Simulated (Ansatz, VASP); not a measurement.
**TiC in VASP and in Ansatz**

Contents of INCAR:

```
SYSTEM = TiC
PREC = Accurate
ENCUT = 520
EDIFF = 1E-6
ISMEAR = 0
SIGMA = 0.15
LREAL = .FALSE.
LASPH = .TRUE.
NELM = 100
ALGO = Normal
ISIF = 2
LWAVE = .FALSE.
LCHARG = .TRUE.
GGA = PE
LELF = .TRUE.
LVHAR = .TRUE.
NBANDS = 24
```

The input KPOINTS:

```
Automatic mesh
0
G
  20 20 14
  0 0 0
```

Contents of POSCAR:

```
TiC
1.0
    0.0000000000     -2.1664615256     -2.1664615256
    0.0000000000      2.1664615256     -2.1664615256
    4.3329230512      0.0000000000      0.0000000000
Ti C
2 2
Direct
    0.5086866683      0.4913133317      0.5000000000
    1.0086866683      0.9913133317      0.0000000000
    0.4653813377      0.5346186623      0.0000000000
   -0.0346186623      0.0346186623      0.5000000000
```

Input for Ansatz:

```yaml
crystal:
  lattice:
    - [0.0, -2.1664615256, -2.1664615256]
    - [0.0, 2.1664615256, -2.1664615256]
    - [4.3329230512, 0.0, 0.0]
  atoms:
    - { symbol: Ti, position: [0.5086866683, 0.4913133317, 0.5] }
    - { symbol: Ti, position: [1.0086866683, 0.9913133317, 0.0] }
    - { symbol: C, position: [0.4653813377, 0.5346186623, 0.0] }
    - { symbol: C, position: [-0.0346186623, 0.0346186623, 0.5] }
basis:
  ecutwfc: 420
kpoints:
  mp_grid: { grid: [20, 20, 14] }
hamiltonian:
  xc: pbe
scf:
  occupations: { method: gaussian, width: 0.15 }
output:
  forces: true
  stress: true
  eigenvalues: true
```

Change from the starting cell: mode 7 (512.3 1/cm) frozen in, largest displacement +0.150 Å.

Alike in both runs: task single point; functional PBE; k mesh 20 × 20 × 14; occupations gaussian, width 0.15 eV; no spin polarisation.

```csv
,VASP,Ansatz
version,VASP 6.6.1,Ansatz 0.2.0
potentials or method,"VASP PAW PBE potentials, release 64 (Ti_sv, C), cutoff 520 eV","scalar-relativistic, plane waves, PAW"
valence electrons in the cell,32,32
```

|  | VASP | Ansatz | Ansatz less VASP |
| --- | --- | --- | --- |
| gap on the k mesh at the Fermi level (eV) | none | none | - |
| pressure (GPa) | 4.5 | 4.3 | -0.20 |
| traceless stress, the component that is largest in VASP (GPa) | 7.31 | 7.23 | -0.079 |
| rms of the force components (eV/Å) | 1.044 | 1.038 | -0.0066 |

Atom by atom the forces differ by 0.007 eV/Å (rms over components). A gap of «none» marks a metal or a gap that the smearing closes. With one functional, cell and mesh, what is left measures potentials, basis and numerics.
